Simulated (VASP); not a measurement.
Hf: single point with LDA

Hf:

```
Hf
1.0
    -1.76815    1.76815    1.76815
     1.76815   -1.76815    1.76815
     1.76815    1.76815   -1.76815
Hf
1
Direct
  0.00000 0.00000 0.00000
```

This cell differs from its parent crystal: volume scaled by 0.94.

* Program: VASP 6.6.1
* Task: single point
* Functional: LDA
* Potentials or basis: VASP PAW LDA potentials, release 64 (Hf_pv)
* Cutoff: 520 eV
* k mesh: 10 × 10 × 10
* Occupations: fermi-dirac, width 0.05 eV
* Spin: no spin polarisation
* Dipole correction: no
* Further INCAR settings: ALGO = Normal; EDIFF = 1e-06; NBANDS = 11

The pressure is -7.8 GPa. The band gap on the k mesh is zero (band 5 reaches 5.98 eV, above the bottom of band 6 at 3.76 eV).

Levels at points of the mesh, in eV from the Fermi level:
| k point | band 3 | band 4 | band 5 | band 6 | band 7 | band 8 |
| --- | --- | --- | --- | --- | --- | --- |
| (0.00, 0.00, 0.00) | -29.64 | -7.03 | 1.43 | 1.43 | 1.43 | 4.26 |
| (0.50, 0.00, 0.00) | -29.65 | -3.42 | -0.59 | 1.24 | 4.08 | 5.09 |
| (0.50, 0.50, 0.50) | -30.25 | -2.64 | -2.64 | 6.77 | 6.77 | 6.77 |

Wall time 11 s on 1 thread of Intel(R) Xeon(R) Platinum 8259CL CPU @ 2.50GHz (Skylake/Cascade Lake), on a shared host, peak memory 0.13 GiB.

Caveat: spin-orbit coupling is left out, which moves the levels of the heavy elements.
